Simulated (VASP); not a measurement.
Wanted: the native input for a VASP 6.6.1 run.

```
Task                   : single point
Functional             : LDA
Potentials or basis    : VASP PAW LDA potentials, release 64 (Sb, As)
Cutoff                 : 520 eV
k mesh                 : 12 × 12 × 12
Occupations            : fermi-dirac, width 0.15 eV
Spin                   : no spin polarisation
Dipole correction      : no
Further INCAR settings : ALGO = Normal; EDIFF = 1e-06; NBANDS = 12
```

The structure of SbAs lies in POSCAR:

```
SbAs
1.0
    2.0249810413      1.1691233493      3.3063539016
   -2.0249810413      1.1691233493      3.3063539016
    0.0000000000     -2.3382466986      3.3063539016
Sb As
1 1
Direct
    0.5000000000      0.5000000000      0.5000000000
    0.0000000000      0.0000000000      0.0000000000
```

These files were run (other wordings do the same):

INCAR

```
PREC = Accurate
ENCUT = 520
EDIFF = 1E-6
ISMEAR = -1
SIGMA = 0.15
LREAL = False
LASPH = True
NELM = 80
ALGO = Normal
ISIF = 2
LWAVE = False
LCHARG = False
NBANDS = 12
```

KPOINTS

```
Automatic mesh
0
Gamma
  12 12 12
```

Potentials or basis: VASP PAW LDA potentials, release 64 (Sb, As).

Command:

```console
$ cat potpaw_LDA.64/Sb/POTCAR potpaw_LDA.64/As/POTCAR > POTCAR
$ mpirun -np 1 vasp_std > vasp.out
```

It gave:

| Quantity | Value |
| --- | --- |
| Pressure | 0.3 GPa |
| Band gap on the k mesh | zero (band 5 reaches 7.57 eV, above the bottom of band 6 at 7.00 eV) |

Caveat: spin-orbit coupling is left out, which moves the levels of the heavy elements.

Run time: 2.1 min on 1 thread of AMD EPYC 7R43 64-Core Processor (Zen 3) (shared host), peak memory 0.2 GiB.
